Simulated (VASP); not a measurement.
# HgTe (I-4m2) in VASP: single point with PBEsol

Aim: the single point of HgTe with PBEsol.

Program: VASP 6.6.1. These are calculated values, not measurements. Logs are shortened: lines on timing, memory, paths and dates and some standing lists are left out, and cuts for length are marked.

## 1. The cell of the first run

Symmetry: I-4m2, No. 119, tetragonal system. Conventional cell: a = 4.604 Å, b = 4.604 Å, c = 6.902 Å, α = 90.00°, β = 90.00°, γ = 90.00°. Hg (site symmetry -4m2) has 4 Te at 2.88 Å within 3.8 Å. Te (site symmetry -4m2) has 4 Hg at 2.88 Å within 3.8 Å.

## 2. Single point, PBEsol (strain along c alone, the other axes held: +6.0 %)

Input file INCAR:

```
  PREC = Accurate
  ENCUT = 520
  EDIFF = 1E-6
  ISMEAR = 0
  SIGMA = 0.1
  LREAL = False
  LASPH = True
  NELM = 100
  ALGO = Normal
  ISIF = 2
  LWAVE = False
  LCHARG = False
  GGA = PS
  NBANDS = 26
```

Input file KPOINTS:

```
Automatic mesh
0
Gamma
  12 12 8
```

Input file POSCAR:

```
HgTe
1.0
    3.2556397153      3.2556397153      0.0000000000
   -3.2556397153      3.2556397153      0.0000000000
    0.0000000000      0.0000000000      6.9019561965
Hg Te
2 2
Direct
    0.0000000000      0.0000000000      0.0000000000
    0.5000000000      0.5000000000      0.5000000000
    0.5000000000      0.0000000000      0.7500000000
    0.0000000000      0.5000000000      0.2500000000
```

Potentials or basis: VASP PAW PBE potentials, release 64 (Hg, Te).

The run is started by

```sh
cat potpaw_PBE.64/Hg/POTCAR potpaw_PBE.64/Te/POTCAR > POTCAR
mpirun -np 1 vasp_std > vasp.out
```

OUTCAR:

```text
PREC = Accurate
   ENCUT = 520
   EDIFF = 1E-6
   ISMEAR = 0
   LREAL = False
   LASPH = True
   NELM = 100
   ISIF = 2
   GGA = PS

 ion  position               nearest neighbor table
   1  0.000  0.000  0.000-   3 2.88   4 2.88   4 2.88   3 2.88
   2  0.500  0.500  0.500-   3 2.88   4 2.88   3 2.88   4 2.88
   3  0.500  0.000  0.750-   1 2.88   2 2.88   2 2.88   1 2.88
   4  0.000  0.500  0.250-   1 2.88   2 2.88   1 2.88   2 2.88

  LATTYP: Found a simple tetragonal cell.
 ALAT       =     4.6041698396
 C/A-ratio  =     1.4990663761

  Lattice vectors:

 A1 = (   3.2556397153,   3.2556397153,   0.0000000000)
 A2 = (  -3.2556397153,   3.2556397153,   0.0000000000)
 A3 = (   0.0000000000,   0.0000000000,   6.9019561965)

Analysis of symmetry for initial positions (statically):
=====================================================================
 Subroutine PRICEL returns following result:

  LATTYP: Found a body centered tetragonal cell.
 ALAT       =     4.6041698396
 C/A-ratio  =     1.4990663761

  Lattice vectors:

 A1 = (   3.2556397153,   0.0000000000,  -3.4509780983)
 A2 = (  -3.2556397153,   0.0000000000,  -3.4509780982)
 A3 = (   0.0000000000,   3.2556397153,   3.4509780982)

   2 primitive cells build up your supercell.

 Routine SETGRP: Setting up the symmetry group for a
 simple tetragonal supercell.

 Subroutine GETGRP returns: Found  8 space group operations
 (whereof  8 operations were pure point group operations)
 out of a pool of 16 trial point group operations.

The static configuration has the point symmetry D_2d.

Analysis of symmetry for dynamics (positions and initial velocities):
=====================================================================
 Subroutine PRICEL returns following result:

  LATTYP: Found a body centered tetragonal cell.
 ALAT       =     4.6041698396
 C/A-ratio  =     1.4990663761

  Lattice vectors:

 A1 = (   3.2556397153,   0.0000000000,  -3.4509780983)
 A2 = (  -3.2556397153,   0.0000000000,  -3.4509780982)
 A3 = (   0.0000000000,   3.2556397153,   3.4509780982)

   2 primitive cells build up your supercell.

 Routine SETGRP: Setting up the symmetry group for a
 simple tetragonal supercell.

 Subroutine GETGRP returns: Found  8 space group operations
 (whereof  8 operations were pure point group operations)
 out of a pool of 16 trial point group operations.

The dynamic configuration has the point symmetry D_2d.

 Subroutine INISYM returns: Found  8 space group operations
 (whereof  8 operations are pure point group operations),
 and found     2 'primitive' translations

----------------------------------------------------------------------------------------

                                     Primitive cell

  volume of cell :      73.1551

  direct lattice vectors                    reciprocal lattice vectors
     3.255639715  0.000000000 -3.450978098     0.153579648  0.153579648 -0.144886460
    -3.255639715  0.000000000 -3.450978098    -0.153579648  0.153579648 -0.144886460
     0.000000000  3.255639715  3.450978098     0.000000000  0.307159295  0.000000000

  length of vectors
     4.744306039  4.744306039  4.744306039     0.261085240  0.261085240  0.307159295

  position of ions in fractional coordinates (direct lattice)
     0.000000000  0.000000000  0.000000000
     0.750000000  0.250000000  0.500000000

  ion indices of the primitive-cell ions
   primitive index   ion index
                 1           1
                 2           3

----------------------------------------------------------------------------------------

 KPOINTS: Automatic mesh

Automatic generation of k-mesh.
 Grid dimensions read from file:
 generate k-points for:   12   12    8

 Generating k-lattice:

  Cartesian coordinates                     Fractional coordinates (reciprocal lattice)
     0.012798304  0.012798304  0.000000000     0.083333333  0.000000000  0.000000000
    -0.012798304  0.012798304  0.000000000     0.000000000  0.083333333  0.000000000
     0.000000000  0.000000000  0.018110807     0.000000000  0.000000000  0.125000000

  Length of vectors
     0.018099535  0.018099535  0.018110807

  Shift w.r.t. Gamma in fractional coordinates (k-lattice)
     0.000000000  0.000000000  0.000000000

 Subroutine IBZKPT returns following result:
 ===========================================

 Found    140 irreducible k-points:

 Following reciprocal coordinates:
            Coordinates               Weight
  0.000000  0.000000  0.000000      1.000000
  0.083333  0.000000  0.000000      4.000000
  0.166667  0.000000  0.000000      4.000000
  0.250000  0.000000  0.000000      4.000000
  0.333333  0.000000  0.000000      4.000000
  0.416667  0.000000  0.000000      4.000000
[... 16 lines left out ...]
  0.333333  0.333333  0.000000      4.000000
  0.416667  0.333333  0.000000      8.000000
 [... further k-points ...]
   k-points           NKPTS =    140   k-points in BZ     NKDIM =    140   number of bands    NBANDS=     26
   number of dos      NEDOS =    301   number of ions     NIONS =      4
   total plane-waves  NPLWV =  69984
   dimension x,y,z NGX =    36 NGY =   36 NGZ =   54
   dimension x,y,z NGXF=    72 NGYF=   72 NGZF=  108
   ions per type =               2   2
   NGX,Y,Z   is equivalent  to a cutoff of  13.00, 13.00, 13.01 a.u.
   NGXF,Y,Z  is equivalent  to a cutoff of  26.00, 26.00, 26.01 a.u.
 SYSTEM =  unknown system
   PREC   = accura    normal or accurate (medium, high low for compatibility)
   ISTART =      0    job   : 0-new  1-cont  2-samecut
   ICHARG =      2    charge: 1-file 2-atom 10-const
   ISPIN  =      1    spin polarized calculation?
   LNONCOLLINEAR =      F non collinear calculations
   LSORBIT =      F    spin-orbit coupling
   LASPH  =      T    aspherical Exc in radial PAW
   ENCUT  =  520.0 eV  38.22 Ry    6.18 a.u.   8.56  8.56 12.83*2*pi/ulx,y,z
   NELM   =    100;   NELMIN=  2; NELMDL= -5     # of ELM steps
   EDIFF  = 0.1E-05   stopping-criterion for ELM
   LREAL  =      F    real-space projection
   EDIFFG = 0.1E-04   stopping-criterion for IOM
   NSW    =      0    number of steps for IOM
   IBRION =     -1    ionic relax: 0-MD 1-quasi-New 2-CG
   NFREE  =      0    steps in history (QN), initial steepest desc. (CG)
   ISIF   =      2    stress and relaxation
   ISYM   =      2    0-nonsym 1-usesym 2-fastsym
   POTIM  = 0.5000    time-step for ionic-motion
   TEBEG  =    0.0;   TEEND  =   0.0 temperature during run
   PSTRESS=    0.0 pullay stress
   NELECT =      36.0000    total number of electrons
   NUPDOWN=      -1.0000    fix difference up-down
   EMIN   =  10.00;   EMAX   =-10.00  energy-range for DOS
   EFERMI =   0.00;   METHOD = LEGACY
   ISMEAR =     0;   SIGMA  =   0.10  broadening in eV -4-tet -1-fermi 0-gaus
   EFERMI_NEDOS =   21; number of points for ismear=-14 and -15
   IALGO  =     38    algorithm
   IMIX   =      4    mixing-type and parameters
     AMIX     =   0.40;   BMIX     =  1.00
     AMIX_MAG =   1.60;   BMIX_MAG =  1.00
  volume/ion in A,a.u.               =      36.58       246.84
  Fermi-wavevector in a.u.,A,eV,Ry     =   1.025850  1.938576 14.318351  1.052369
  Thomas-Fermi vector in A             =   2.159712
   LORBIT       =      0    0 simple, 1 ext, 2 COOP (PROOUT), +10 PAW based schemes
   GGA     = PS    functional components
   LHFCALC =     F    Hartree Fock is set to
   AEXX    =    0.0000 exact exchange contribution
   IVDW    =     0    specifies the selected vdW correction
   LEPSILON=     F    determine dielectric tensor
   LRPA    =     F    only Hartree local field effects (RPA)
 non-spin polarized calculation
 Gauss-broadening in eV      SIGMA  =   0.10
  energy-cutoff  :      520.00
  volume of cell :      146.31
 maximum number of plane-waves:      3969
 NGX is ok and might be reduce to    36
   NGX = 17   NGY = 17   NGZ = 25

 number of electron      36.0000002 magnetization

 Free energy of the ion-electron system (eV)
  ---------------------------------------------------
  ext. energy  EPLUGINS =         0.00000000
  ---------------------------------------------------
  free energy    TOTEN  =        -8.68293773 eV

  energy without entropy =       -8.68269416  energy(sigma->0) =       -8.68281594

 E-fermi :   2.2654     XC(G=0):  -8.5777

 val. band max:        2.2026925518   @ k =   0.0000   0.0000   0.0000
 cond. band min:       2.4118657749   @ k =   0.0000   0.0000   0.1250
 fundamental gap:      0.2091732231
 Fermi energy:         2.2653846550

 k-point     1 :       0.0000    0.0000    0.0000
  band No.  band energies     occupation
      1      -9.3336      2.00000
      2      -8.7035      2.00000
      3      -4.7672      2.00000
      4      -4.7535      2.00000
      5      -4.7535      2.00000
      6      -4.5692      2.00000
[... 18 lines left out ...]
     25       8.4815      0.00000
     26       9.7224      0.00000

 k-point     2 :       0.0833    0.0000    0.0000
  band No.  band energies     occupation
      1      -9.3131      2.00000
      2      -8.7027      2.00000
      3      -4.7616      2.00000
      4      -4.7489      2.00000
      5      -4.7453      2.00000
      6      -4.5714      2.00000
[... 18 lines left out ...]
     25       8.8213      0.00000
     26       9.5219      0.00000

 k-point     3 :       0.1667    0.0000    0.0000
  band No.  band energies     occupation
      1      -9.2542      2.00000
      2      -8.7027      2.00000
      3      -4.7472      2.00000
      4      -4.7355      2.00000
      5      -4.7175      2.00000
      6      -4.5819      2.00000
[... 572 lines left out ...]
 k-point    23 :       0.3333    0.3333    0.0000
  band No.  band energies     occupation
      1      -8.8476      2.00000
      2      -8.6799      2.00000
      3      -4.6204      2.00000
      4      -4.5924      2.00000
      5      -4.5871      2.00000
      6      -4.5288      2.00000
[... 18 lines left out ...]
     25       8.9342      0.00000
     26       9.0545      0.00000

 k-point    24 :       0.4167    0.3333    0.0000
  band No.  band energies     occupation
      1      -8.7740      2.00000
      2      -8.6865      2.00000
      3      -4.6046      2.00000
      4      -4.5904      2.00000
      5      -4.5549      2.00000
      6      -4.4968      2.00000
[... 18 lines left out ...]
     25       9.3028      0.00000
     26       9.7285      0.00000

 [... further k-points ...]

------------------------ aborting loop because EDIFF is reached ----------------------------------------

  FORCE on cell =-STRESS in cart. coord.  units (eV):
  Direction    XX          YY          ZZ          XY          YZ          ZX
  --------------------------------------------------------------------------------------
  -------------------------------------------------------------------------------------
  Total       -1.5789856     -1.5789856     -2.5902417      0.0000000      0.0000000      0.0000000
  in kB      -17.2907523    -17.2907523    -28.3645567      0.0000000      0.0000000      0.0000000
  external PRESSURE =     -20.9820204 kB  Pullay stress =       0.0000000 kB

 VOLUME and BASIS-vectors are now :
 -----------------------------------------------------------------------------
  energy-cutoff  :      520.00
  volume of cell :      146.31
      direct lattice vectors                 reciprocal lattice vectors
     3.255639715  3.255639715  0.000000000     0.153579648  0.153579648  0.000000000
    -3.255639715  3.255639715  0.000000000    -0.153579648  0.153579648  0.000000000
     0.000000000  0.000000000  6.901956196     0.000000000  0.000000000  0.144886460

 POSITION                                       TOTAL-FORCE (eV/Angst)
 -----------------------------------------------------------------------------------
      0.00000      0.00000      0.00000        -0.000000     -0.000000      0.000000
      0.00000      3.25564      3.45098        -0.000000     -0.000000     -0.000000
      1.62782      1.62782      5.17647         0.000000      0.000000      0.000000
     -1.62782      1.62782      1.72549         0.000000      0.000000      0.000000
 -----------------------------------------------------------------------------------
    total drift:                               -0.000000      0.000000      0.000000

  FREE ENERGIE OF THE ION-ELECTRON SYSTEM (eV)
  ---------------------------------------------------
  free  energy   TOTEN  =        -8.6829377279 eV

  energy  without entropy=       -8.6826941597  energy(sigma->0) =       -8.68281594
```

Wall time 5.4 min (1 thread of Intel Xeon Platinum 8488C (Sapphire Rapids), shared host); peak memory 0.59 GiB.

What came out:

| Item | Value |
| --- | --- |
| Free energy | -8.6829 eV |
| Pressure | -2.1 GPa |
| Band gap on the k mesh | zero (filled and empty bands touch) |

Caveat: the cell differs from its parent crystal (strain along c alone, the other axes held: +6.0 %); semilocal functionals underestimate gaps, and a narrow one can read as zero; the PAW data sets were made with another functional, which shifts forces and pressure a little; spin-orbit coupling is left out, which moves the levels of the heavy elements.

The gap in the log of VASP goes by the Fermi energy; the results here count the filled bands.